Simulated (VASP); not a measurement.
Here is a VASP 6.6.1 calculation.

INCAR

```
SYSTEM = BeTe
ALGO = Normal
EDIFF = 1E-7
ENCUT = 520
GGA = PE
ISIF = 2
ISMEAR = 0
LASPH = .TRUE.
LCHARG = .FALSE.
LREAL = .FALSE.
LWAVE = .FALSE.
NBANDS = 11
NELM = 100
PREC = Accurate
SIGMA = 0.1
```

KPOINTS

```
k-points
0
G
  6 6 6
  0 0 0
```

The input POSCAR:

```
BeTe
1.0
    0.0000000000      2.7699999800      2.7699999800
    2.7699999800      0.0000000000      2.7699999800
    2.7699999800      2.7699999800      0.0000000000
Be Te
1 1
Direct
    0.0000000000      0.0000000000      0.0000000000
    0.2500000000      0.2500000000      0.2500000000
```

Potentials or basis: VASP PAW PBE potentials, release 64 (Be, Te).

The run is started by

```console
$ cat potpaw_PBE.64/Be/POTCAR potpaw_PBE.64/Te/POTCAR > POTCAR
$ mpirun -np 1 vasp_std > vasp.out
```

Q: What does it give for the pressure?

A: 4.5 GPa.

Q: Predict the band gap on the k mesh.

A: 1.85 eV, indirect (least direct gap 3.56 eV).

Caveat: spin-orbit coupling is left out, which moves the levels of the heavy elements. A k mesh can miss the band edges.
